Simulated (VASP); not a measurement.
Set up this calculation in VASP 6.6.1, as the native input.

```yaml
Task: single point
Functional: LDA
Potentials_or_basis: VASP PAW LDA potentials, release 64 (Tc_pv, H)
Cutoff: 520 eV
k_mesh: 2 × 2 × 2
Occupations: fermi-dirac, width 0.05 eV
Spin: no spin polarisation
Dipole_correction: no
Further_INCAR_settings: ALGO = Normal; EDIFF = 1e-06; NBANDS = 90
```

The structure of Tc12H (a cell with a defect) lies in POSCAR:

```
Tc12H
1.0
    5.4800000000      0.0000000000      0.0000000000
   -4.1100000000      7.1187290000      0.0000000000
    0.0000000000      0.0000000000      4.3949600000
Tc H
12 1
Direct
   -0.0015447101     -0.0066282708     -0.0211731495
    0.1770555832      0.2274400909      0.5200951590
   -0.0031971456      0.3318345700     -0.0233001398
    0.1717796928      0.5605344650      0.5183833915
   -0.0068908540      0.6606622821     -0.0212790017
    0.1716724379      0.8927361006      0.5181927465
    0.4895066938     -0.0057756120     -0.0193849781
    0.6681159341      0.2283027669      0.5218909163
    0.4949194222      0.3289508491     -0.0174794443
    0.6734496830      0.5609964967      0.5219600096
    0.4948194726      0.6611663454     -0.0177251890
    0.6697694409      0.8898293013      0.5240046410
    0.8333779492      0.1109051147      0.2504064386
```

The input as run:

INCAR

```
SYSTEM = Tc12H
ALGO = Normal
EDIFF = 1E-6
ENCUT = 520
ISIF = 2
ISMEAR = -1
LASPH = .TRUE.
LCHARG = .FALSE.
LREAL = .FALSE.
LWAVE = .FALSE.
NBANDS = 90
NELM = 80
PREC = Accurate
SIGMA = 0.05
```

KPOINTS

```
k-points
0
G
  2 2 2
  0 0 0
```

Potentials or basis: VASP PAW LDA potentials, release 64 (Tc_pv, H).

Run with:

```sh
$ cat potpaw_LDA.64/Tc_pv/POTCAR potpaw_LDA.64/H/POTCAR > POTCAR
$ mpirun -np 1 vasp_std > vasp.out
```

Results of the run:

```json
{
 "Pressure": "-4.1 GPa",
 "Largest force": "0.055 eV/Å",
 "Band gap on the k mesh": "zero (an odd number of electrons rules out a gap without spin polarisation)"
}
```

Caveat: the k points lie up to 0.71 Å⁻¹ apart, too coarse for converged energies and pressures of a metal.

Run time: 110 s on 1 thread of Intel(R) Xeon(R) 6975P-C (Granite Rapids) (shared host), peak memory 0.27 GiB.
